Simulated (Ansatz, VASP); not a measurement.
# Ir: VASP beside Ansatz

Contents of INCAR:

```
  ALGO = Fast
  EDIFF = 1E-7
  ENCUT = 520
  ISIF = 2
  ISMEAR = 0
  LASPH = T
  LCHARG = F
  LREAL = F
  LWAVE = F
  NBANDS = 10
  NELM = 60
  PREC = Accurate
  SIGMA = 0.15
```

The input KPOINTS:

```
k-points
0
Gamma
  22 22 22
```

Contents of POSCAR:

```
Ir
1.0
    0.0000000000      1.7661240000      1.7661240000
    1.7661240000      0.0000000000      1.7661240000
    1.7661240000      1.7661240000      0.0000000000
Ir
1
Direct
    0.0000000000      0.0000000000      0.0000000000
```

Input for Ansatz:

```yaml
crystal:
  lattice:
    - [0.0, 1.766124, 1.766124]
    - [1.766124, 0.0, 1.766124]
    - [1.766124, 1.766124, 0.0]
  atoms:
    - { symbol: Ir, position: [0.0, 0.0, 0.0] }
basis:
  ecutwfc: 420
kpoints:
  mp_grid: { grid: [22, 22, 22] }
hamiltonian:
  xc: lda
scf:
  occupations: { method: gaussian, width: 0.15 }
output:
  forces: true
  stress: true
  eigenvalues: true
```

Change from the starting cell: strain -0.080 along x and y, -0.080 along z, atoms carried along.

Alike in both runs: task single point; functional LDA; k mesh 22 × 22 × 22; occupations gaussian, width 0.15 eV; no spin polarisation.

|  | VASP | Ansatz |
| --- | --- | --- |
| version | VASP 6.6.1 | Ansatz 0.2.0 |
| potentials or method | VASP PAW LDA potentials, release 64 (Ir), cutoff 520 eV | scalar-relativistic, plane waves, PAW |
| valence electrons in the cell | 9 | 17 |

VASP gave:

| Quantity | Value |
| --- | --- |
| gap on the k mesh at the Fermi level (eV) | none |
| pressure (GPa) | 169.4 |

**Question.** Estimate Ansatz's values.

**Answer.** gap on the k mesh at the Fermi level (eV): none; pressure (GPa): 161.8.

LDA's correlation is that of Perdew and Zunger in VASP and of Perdew and Wang (1992) in Ansatz. A gap of «none» marks a metal or a gap that the smearing closes. Both programs put the cell under a high pressure, so it lies far from rest at this level. VASP's potentials hold 9 valence electrons a cell and Ansatz's 17, so a difference there can come from the potentials and not from the codes.

Neither program's run includes spin-orbit coupling. Noted on VASP's run: the cell as given lies far from equilibrium.
